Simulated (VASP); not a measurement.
# PdPtSe4 (P-3m1) in VASP: notebook

PdPtSe4 is run at these levels: PBE; tasks: single point, relaxation of cell and atoms.

All numbers are computed with VASP 6.6.1; they aren't measurements. Logs are shortened: lines on timing, memory, paths and dates and some standing lists are left out, and cuts for length are marked.

### 1 The cell of the first run

Symmetry: P-3m1, No. 164, trigonal system. Conventional cell: a = 3.793 Å, b = 3.793 Å, c = 10.305 Å, α = 90.00°, β = 90.00°, γ = 120.00°. Pd (site symmetry -3m) has 6 Se at 2.54 Å within 3.4 Å. Within 3.4 Å of Pt (site symmetry -3m) lie 6 Se at 2.54 Å. Se (site symmetry 3m) has 3 Pt at 2.54 Å and 6 Se at 3.38 Å within 3.4 Å. Se (site symmetry 3m) has 3 Pd at 2.54 Å and 6 Se at 3.38 Å within 3.4 Å.

### 2 Single point, PBE

INCAR

```
PREC = Accurate
ENCUT = 520
EDIFF = 1E-7
ISMEAR = 0
SIGMA = 0.1
LREAL = False
LASPH = True
NELM = 100
ALGO = Normal
ISIF = 2
LWAVE = False
LCHARG = True
GGA = PE
LELF = True
LVHAR = True
NBANDS = 31
```

KPOINTS

```
Automatic mesh
0
Gamma
  6 6 2
```

POSCAR

```
PdPtSe4
1.0
    3.7932063000      0.0000000000      0.0000000000
   -1.8966031000      3.2850130000      0.0000000000
    0.0000000000      0.0000000000     10.3054044000
Pd Pt Se
1 1 4
Direct
    0.0000000000      0.0000000000      0.5000000000
    0.0000000000      0.0000000000      0.0000000000
    0.3333333000      0.6666667000      0.1251770000
    0.3333333000      0.6666667000      0.6246970000
    0.6666667000      0.3333333000      0.3753030000
    0.6666667000      0.3333333000      0.8748230000
```

Potentials or basis: VASP PAW PBE potentials, release 64 (Pd, Pt, Se).

Started as:

```console
> cat potpaw_PBE.64/Pd/POTCAR potpaw_PBE.64/Pt/POTCAR potpaw_PBE.64/Se/POTCAR > POTCAR
> mpirun -np 1 vasp_std > vasp.out
```

OUTCAR:

```text
PREC = Accurate
   ENCUT = 520
   EDIFF = 1E-7
   ISMEAR = 0
   LREAL = False
   LASPH = True
   NELM = 100
   ISIF = 2
   GGA = PE

 ion  position               nearest neighbor table
   1  0.000  0.000  0.500-   4 2.54   5 2.54   4 2.54   5 2.54   5 2.54   4 2.54
   2  0.000  0.000  0.000-   3 2.54   6 2.54   3 2.54   6 2.54   6 2.54   3 2.54
   3  0.333  0.667  0.125-   2 2.54   2 2.54   2 2.54
   4  0.333  0.667  0.625-   1 2.54   1 2.54   1 2.54
   5  0.667  0.333  0.375-   1 2.54   1 2.54   1 2.54
   6  0.667  0.333  0.875-   2 2.54   2 2.54   2 2.54

  LATTYP: Found a hexagonal cell.
 ALAT       =     3.7932063000
 C/A-ratio  =     2.7168056744

  Lattice vectors:

 A1 = (   3.7932063000,   0.0000000000,   0.0000000000)
 A2 = (  -1.8966031000,   3.2850130000,   0.0000000000)
 A3 = (   0.0000000000,   0.0000000000,  10.3054044000)

Analysis of symmetry for initial positions (statically):
=====================================================================
 Subroutine PRICEL returns:
 Original cell was already a primitive cell.

 Routine SETGRP: Setting up the symmetry group for a
 hexagonal supercell.

 Subroutine GETGRP returns: Found 12 space group operations
 (whereof 12 operations were pure point group operations)
 out of a pool of 24 trial point group operations.

The static configuration has the point symmetry D_3d.

Analysis of symmetry for dynamics (positions and initial velocities):
=====================================================================
 Subroutine PRICEL returns:
 Original cell was already a primitive cell.

 Routine SETGRP: Setting up the symmetry group for a
 hexagonal supercell.

 Subroutine GETGRP returns: Found 12 space group operations
 (whereof 12 operations were pure point group operations)
 out of a pool of 24 trial point group operations.

The dynamic configuration has the point symmetry D_3d.

 Subroutine INISYM returns: Found 12 space group operations
 (whereof 12 operations are pure point group operations),
 and found     1 'primitive' translations

----------------------------------------------------------------------------------------

                                     Primitive cell

  volume of cell :     128.4129

  direct lattice vectors                    reciprocal lattice vectors
     3.793206300  0.000000000  0.000000000     0.263629215  0.152206395  0.000000000
    -1.896603100  3.285013000  0.000000000     0.000000000  0.304412798  0.000000000
     0.000000000  0.000000000 10.305404400     0.000000000  0.000000000  0.097036464

  length of vectors
     3.793206300  3.793206260 10.305404400     0.304412795  0.304412798  0.097036464

  position of ions in fractional coordinates (direct lattice)
     0.000000000  0.000000000  0.500000000
     0.000000000  0.000000000  0.000000000
     0.333333300  0.666666700  0.125177000
     0.333333300  0.666666700  0.624697000
     0.666666700  0.333333300  0.375303000
     0.666666700  0.333333300  0.874823000

  ion indices of the primitive-cell ions
   primitive index   ion index
                 1           1
                 2           2
                 3           3
                 4           4
                 5           5
                 6           6

----------------------------------------------------------------------------------------

 KPOINTS: Automatic mesh

Automatic generation of k-mesh.
 Grid dimensions read from file:
 generate k-points for:    6    6    2

 Generating k-lattice:

  Cartesian coordinates                     Fractional coordinates (reciprocal lattice)
     0.043938203  0.025367733  0.000000000     0.166666667 -0.000000000  0.000000000
     0.000000000  0.050735466  0.000000000     0.000000000  0.166666667  0.000000000
     0.000000000  0.000000000  0.048518232     0.000000000  0.000000000  0.500000000

  Length of vectors
     0.050735466  0.050735466  0.048518232

  Shift w.r.t. Gamma in fractional coordinates (k-lattice)
     0.000000000  0.000000000  0.000000000

 Subroutine IBZKPT returns following result:
 ===========================================

 Found     14 irreducible k-points:

 Following reciprocal coordinates:
            Coordinates               Weight
  0.000000  0.000000  0.000000      1.000000
  0.166667  0.000000  0.000000      6.000000
  0.333333  0.000000  0.000000      6.000000
  0.500000  0.000000  0.000000      3.000000
  0.166667  0.166667  0.000000      6.000000
  0.333333  0.166667  0.000000     12.000000
  0.333333  0.333333  0.000000      2.000000
  0.000000  0.000000  0.500000      1.000000
  0.166667  0.000000  0.500000      6.000000
  0.333333  0.000000  0.500000      6.000000
  0.500000  0.000000  0.500000      3.000000
  0.166667  0.166667  0.500000      6.000000
  0.333333  0.166667  0.500000     12.000000
  0.333333  0.333333  0.500000      2.000000
   k-points           NKPTS =     14   k-points in BZ     NKDIM =     14   number of bands    NBANDS=     31
   number of dos      NEDOS =    301   number of ions     NIONS =      6
   total plane-waves  NPLWV =  62720
   dimension x,y,z NGX =    28 NGY =   28 NGZ =   80
   dimension x,y,z NGXF=    56 NGYF=   56 NGZF=  160
   ions per type =               1   1   4
   NGX,Y,Z   is equivalent  to a cutoff of  12.27, 12.27, 12.91 a.u.
   NGXF,Y,Z  is equivalent  to a cutoff of  24.54, 24.54, 25.81 a.u.
 SYSTEM =  unknown system
   PREC   = accura    normal or accurate (medium, high low for compatibility)
   ISTART =      0    job   : 0-new  1-cont  2-samecut
   ICHARG =      2    charge: 1-file 2-atom 10-const
   ISPIN  =      1    spin polarized calculation?
   LNONCOLLINEAR =      F non collinear calculations
   LSORBIT =      F    spin-orbit coupling
   LASPH  =      T    aspherical Exc in radial PAW
   ENCUT  =  520.0 eV  38.22 Ry    6.18 a.u.   7.05  7.05 19.16*2*pi/ulx,y,z
   NELM   =    100;   NELMIN=  2; NELMDL= -5     # of ELM steps
   EDIFF  = 0.1E-06   stopping-criterion for ELM
   LREAL  =      F    real-space projection
   EDIFFG = 0.1E-05   stopping-criterion for IOM
   NSW    =      0    number of steps for IOM
   IBRION =     -1    ionic relax: 0-MD 1-quasi-New 2-CG
   NFREE  =      0    steps in history (QN), initial steepest desc. (CG)
   ISIF   =      2    stress and relaxation
   ISYM   =      2    0-nonsym 1-usesym 2-fastsym
   POTIM  = 0.5000    time-step for ionic-motion
   TEBEG  =    0.0;   TEEND  =   0.0 temperature during run
   PSTRESS=    0.0 pullay stress
   NELECT =      44.0000    total number of electrons
   NUPDOWN=      -1.0000    fix difference up-down
   EMIN   =  10.00;   EMAX   =-10.00  energy-range for DOS
   EFERMI =   0.00;   METHOD = LEGACY
   ISMEAR =     0;   SIGMA  =   0.10  broadening in eV -4-tet -1-fermi 0-gaus
   EFERMI_NEDOS =   21; number of points for ismear=-14 and -15
   IALGO  =     38    algorithm
   IMIX   =      4    mixing-type and parameters
     AMIX     =   0.40;   BMIX     =  1.00
     AMIX_MAG =   1.60;   BMIX_MAG =  1.00
  volume/ion in A,a.u.               =      21.40       144.43
  Fermi-wavevector in a.u.,A,eV,Ry     =   1.145573  2.164820 17.855443  1.312338
  Thomas-Fermi vector in A             =   2.282261
   LORBIT       =      0    0 simple, 1 ext, 2 COOP (PROOUT), +10 PAW based schemes
   GGA     = PE    functional components
   LHFCALC =     F    Hartree Fock is set to
   AEXX    =    0.0000 exact exchange contribution
   IVDW    =     0    specifies the selected vdW correction
   LEPSILON=     F    determine dielectric tensor
   LRPA    =     F    only Hartree local field effects (RPA)
 non-spin polarized calculation
 Gauss-broadening in eV      SIGMA  =   0.10
  energy-cutoff  :      520.00
  volume of cell :      128.41
 maximum number of plane-waves:      3483
   NGX = 15   NGY = 15   NGZ = 39

 number of electron      44.0000003 magnetization

 Free energy of the ion-electron system (eV)
  ---------------------------------------------------
  ext. energy  EPLUGINS =         0.00000000
  ---------------------------------------------------
  free energy    TOTEN  =       -27.31384483 eV

  energy without entropy =      -27.30527753  energy(sigma->0) =      -27.30956118

 E-fermi :   5.4814     XC(G=0): -10.3226

 val. band max:        5.3801849263   @ k =   0.3333   0.3333   0.0000
 cond. band min:       5.4971656124   @ k =   0.3333   0.0000   0.5000
 fundamental gap:      0.1169806860
 Fermi energy:         5.4814484704

 k-point     1 :       0.0000    0.0000    0.0000
  band No.  band energies     occupation
      1      -9.5250      2.00000
      2      -8.7366      2.00000
      3      -8.0242      2.00000
      4      -7.0027      2.00000
      5      -0.9196      2.00000
      6      -0.4405      2.00000
[... 23 lines left out ...]
     30      11.8915      0.00000
     31      12.4804      0.00000

 k-point     2 :       0.1667    0.0000    0.0000
  band No.  band energies     occupation
      1      -9.2555      2.00000
      2      -8.5085      2.00000
      3      -7.9759      2.00000
      4      -7.0869      2.00000
      5      -0.6093      2.00000
      6      -0.5040      2.00000
[... 23 lines left out ...]
     30      12.0238      0.00000
     31      12.5702      0.00000

 k-point     3 :       0.3333    0.0000    0.0000
  band No.  band energies     occupation
      1      -8.5849      2.00000
      2      -8.0218      2.00000
      3      -7.8460      2.00000
      4      -7.2971      2.00000
      5      -0.8308      2.00000
      6      -0.2709      2.00000
[... 23 lines left out ...]
     30      12.1894      0.00000
     31      13.1070      0.00000

 k-point     4 :       0.5000    0.0000    0.0000
  band No.  band energies     occupation
      1      -8.0396      2.00000
      2      -7.9568      2.00000
      3      -7.5599      2.00000
      4      -7.5420      2.00000
      5      -1.4784      2.00000
      6      -0.6368      2.00000
[... 295 lines left out ...]
     30      12.4892      0.00000
     31      12.8061      0.00000

 k-point    13 :       0.3333    0.1667    0.5000
  band No.  band energies     occupation
      1      -8.1244      2.00000
      2      -7.9081      2.00000
      3      -7.6471      2.00000
      4      -7.4214      2.00000
      5      -1.0354      2.00000
      6      -0.2999      2.00000
[... 23 lines left out ...]
     30      12.2294      0.00000
     31      13.1412      0.00000

 k-point    14 :       0.3333    0.3333    0.5000
  band No.  band energies     occupation
      1      -7.8626      2.00000
      2      -7.8626      2.00000
      3      -7.5075      2.00000
      4      -7.5075      2.00000
      5      -0.7020      2.00000
      6      -0.2690      2.00000
[... 23 lines left out ...]
     30      13.4004      0.00000
     31      13.7644      0.00000

------------------------ aborting loop because EDIFF is reached ----------------------------------------

  FORCE on cell =-STRESS in cart. coord.  units (eV):
  Direction    XX          YY          ZZ          XY          YZ          ZX
  --------------------------------------------------------------------------------------
  -------------------------------------------------------------------------------------
  Total       -0.0579359     -0.0579359     -0.0010487     -0.0000000      0.0000000      0.0000000
  in kB       -0.7228522     -0.7228522     -0.0130840     -0.0000000      0.0000000      0.0000000
  external PRESSURE =      -0.4862628 kB  Pullay stress =       0.0000000 kB

 VOLUME and BASIS-vectors are now :
 -----------------------------------------------------------------------------
  energy-cutoff  :      520.00
  volume of cell :      128.41
      direct lattice vectors                 reciprocal lattice vectors
     3.793206300  0.000000000  0.000000000     0.263629215  0.152206395  0.000000000
    -1.896603100  3.285013000  0.000000000     0.000000000  0.304412798  0.000000000
     0.000000000  0.000000000 10.305404400     0.000000000  0.000000000  0.097036464

 POSITION                                       TOTAL-FORCE (eV/Angst)
 -----------------------------------------------------------------------------------
      0.00000      0.00000      5.15270        -0.000000      0.000000      0.000000
      0.00000      0.00000      0.00000        -0.000000      0.000000      0.000000
     -0.00000      2.19001      1.29000         0.000000      0.000000      0.069482
     -0.00000      2.19001      6.43776         0.000000      0.000000      0.065239
      1.89660      1.09500      3.86765        -0.000000      0.000000     -0.065239
      1.89660      1.09500      9.01540        -0.000000     -0.000000     -0.069482
 -----------------------------------------------------------------------------------
    total drift:                                0.000000     -0.000000      0.000000

  FREE ENERGIE OF THE ION-ELECTRON SYSTEM (eV)
  ---------------------------------------------------
  free  energy   TOTEN  =       -27.3138448280 eV

  energy  without entropy=      -27.3052775320  energy(sigma->0) =      -27.30956118
```

Run time: 30 s. Hardware: 1 thread of AMD EPYC 9R45 (Zen 5), shared host; peak memory 0.23 GiB.

Results:

* Free energy: -27.3138 eV
* Pressure: 0.0 GPa
* Largest force: 0.069 eV/Å
* Band gap on the k mesh: zero (band 22 reaches 6.08 eV, above the bottom of band 23 at 5.38 eV)

Forces on the atoms (eV/Å):
```
Pd   0.000  0.000  0.000
Pt   0.000  0.000  0.000
Se   0.000  0.000  0.069
Se   0.000  0.000  0.065
Se   0.000  0.000 -0.065
Se   0.000  0.000 -0.069
```

Levels at points of the mesh, in eV from the Fermi level:
```csv
k point,band 18,band 19,band 20,band 21,band 22,band 23,band 24,band 25,band 26,band 27
"(0.00, 0.00, 0.00)",-1.23,-1.23,-0.69,-0.69,0.60,1.20,1.20,2.02,2.02,3.98
"(0.50, 0.00, 0.00)",-3.10,-2.88,-2.54,-2.34,-1.06,0.47,0.83,1.36,2.08,4.55
"(0.00, 0.00, 0.50)",-1.15,-0.80,-0.80,-0.53,-0.51,1.40,1.40,1.84,1.84,4.28
"(0.50, 0.00, 0.50)",-2.91,-2.83,-2.55,-1.98,-1.84,0.94,1.24,1.39,1.63,4.06
```

Caveat: spin-orbit coupling is left out, which moves the levels of the heavy elements.

### 3 Single point, PBE

INCAR

```
  PREC = Accurate
  ENCUT = 520
  EDIFF = 1E-6
  ISMEAR = 0
  SIGMA = 0.1
  LREAL = False
  LASPH = True
  NELM = 100
  ALGO = Normal
  ISIF = 2
  LWAVE = False
  LCHARG = False
  GGA = PE
  NBANDS = 31
```

KPOINTS

```
Automatic mesh
0
Gamma
  12 12 4
```

POSCAR

```
PdPtSe4
1.0
    3.7932062898     -0.0000000289      0.0000000000
   -1.8966031199      3.2850130232      0.0000000000
    0.0000000000      0.0000000000     10.3054044000
Pd Pt Se
1 1 4
Direct
    0.0000000000      0.0000000000      0.5000000000
    0.0000000000      0.0000000000      0.0000000000
    0.3333333333      0.6666666667      0.1251770000
    0.3333333333      0.6666666667      0.6246970000
    0.6666666667      0.3333333333      0.3753030000
    0.6666666667      0.3333333333      0.8748230000
```

Potentials or basis: VASP PAW PBE potentials, release 64 (Pd, Pt, Se).

Started as:

```console
> cat potpaw_PBE.64/Pd/POTCAR potpaw_PBE.64/Pt/POTCAR potpaw_PBE.64/Se/POTCAR > POTCAR
> mpirun -np 1 vasp_std > vasp.out
```

Wall time 4.7 min (1 thread of Intel Xeon 6975P-C, shared host); peak memory 0.43 GiB.

The run converged. Its results:

```
Free energy            : -27.3036 eV
Pressure               : 0.0 GPa
Largest force          : 0.010 eV/Å
Band gap on the k mesh : zero (band 22 reaches 6.08 eV, above the bottom of band 23 at 5.38 eV)
```

Forces on the atoms (eV/Å):
```
Pd   0.000  0.000  0.000
Pt   0.000  0.000  0.000
Se   0.000  0.000  0.008
Se   0.000  0.000  0.010
Se   0.000  0.000 -0.010
Se   0.000  0.000 -0.008
```

Levels at points of the mesh, in eV from the Fermi level:
```csv
k point,band 18,band 19,band 20,band 21,band 22,band 23,band 24,band 25,band 26,band 27
"(0.00, 0.00, 0.00)",-1.21,-1.21,-0.68,-0.68,0.62,1.21,1.21,2.04,2.04,4.00
"(0.50, 0.00, 0.00)",-3.08,-2.86,-2.53,-2.33,-1.05,0.48,0.84,1.38,2.09,4.57
"(0.00, 0.00, 0.50)",-1.13,-0.79,-0.79,-0.51,-0.49,1.41,1.41,1.86,1.86,4.30
"(0.50, 0.00, 0.50)",-2.89,-2.82,-2.54,-1.96,-1.82,0.96,1.25,1.41,1.65,4.08
```

Caveat: spin-orbit coupling is left out, which moves the levels of the heavy elements.

### 4 Single point, PBE, collinear spin, ferromagnetic start

INCAR

```
ALGO = Normal ; EDIFF = 1E-7
ENCUT = 520 ; GGA = PE
ISIF = 2 ; ISMEAR = 0
ISPIN = 2 ; LASPH = True
LCHARG = False ; LMAXMIX = 4
LORBIT = 11 ; LREAL = False
LWAVE = False ; MAGMOM = 1 1 0 0 0 0
NBANDS = 35 ; NELM = 150
PREC = Accurate ; SIGMA = 0.1
```

KPOINTS

```
k-points
0
Gamma
  6 6 2
```

POSCAR

```
PdPtSe4
1.0
    3.7932063000      0.0000000000      0.0000000000
   -1.8966031000      3.2850130000      0.0000000000
    0.0000000000      0.0000000000     10.3054044000
Pd Pt Se
1 1 4
Direct
    0.0000000000      0.0000000000      0.5000000000
    0.0000000000      0.0000000000      0.0000000000
    0.3333333000      0.6666667000      0.1251770000
    0.3333333000      0.6666667000      0.6246970000
    0.6666667000      0.3333333000      0.3753030000
    0.6666667000      0.3333333000      0.8748230000
```

Started as:

```console
> cat potpaw_PBE.64/Pd/POTCAR potpaw_PBE.64/Pt/POTCAR potpaw_PBE.64/Se/POTCAR > POTCAR
> mpirun -np 1 vasp_std > vasp.out
```

It took 2.7 min on 1 thread of Intel Xeon 6975P-C, shared host; peak memory 0.34 GiB.

It converged, with:

| Quantity | Value |
| --- | --- |
| Free energy | -27.3138 eV |
| Pressure | 0.0 GPa |
| Largest force | 0.069 eV/Å |
| Band gap on the k mesh | zero (filled and empty bands overlap) |
| Net moment | 0.00 μB per cell |
| Valence electrons inside the program's atomic spheres | Pd 9.49; Pt 9.32; Se 3.75, 3.74 |

Forces in eV/Å, atoms in the order of the input:
```
Pd   0.000  0.000  0.000
Pt   0.000  0.000  0.000
Se   0.000  0.000  0.069
Se   0.000  0.000  0.065
Se   0.000  0.000 -0.065
Se   0.000  0.000 -0.069
```

Levels at points of the mesh, in eV from the Fermi level:
Spin up:
| k point | band 20 | band 21 | band 22 | band 23 | band 24 | band 25 |
| --- | --- | --- | --- | --- | --- | --- |
| (0.00, 0.00, 0.00) | -0.69 | -0.69 | 0.60 | 1.20 | 1.20 | 2.02 |
| (0.50, 0.00, 0.00) | -2.54 | -2.34 | -1.06 | 0.47 | 0.83 | 1.36 |
| (0.00, 0.00, 0.50) | -0.80 | -0.53 | -0.51 | 1.40 | 1.40 | 1.84 |
| (0.50, 0.00, 0.50) | -2.55 | -1.98 | -1.84 | 0.94 | 1.24 | 1.39 |
Spin down:
```csv
k point,band 20,band 21,band 22,band 23,band 24,band 25
"(0.00, 0.00, 0.00)",-0.69,-0.69,0.60,1.20,1.20,2.02
"(0.50, 0.00, 0.00)",-2.54,-2.34,-1.06,0.47,0.83,1.36
"(0.00, 0.00, 0.50)",-0.80,-0.53,-0.51,1.40,1.40,1.84
"(0.50, 0.00, 0.50)",-2.55,-1.98,-1.84,0.94,1.24,1.39
```

Caveat: spin-orbit coupling is left out, which moves the levels of the heavy elements.

[end of part 1 of 2]
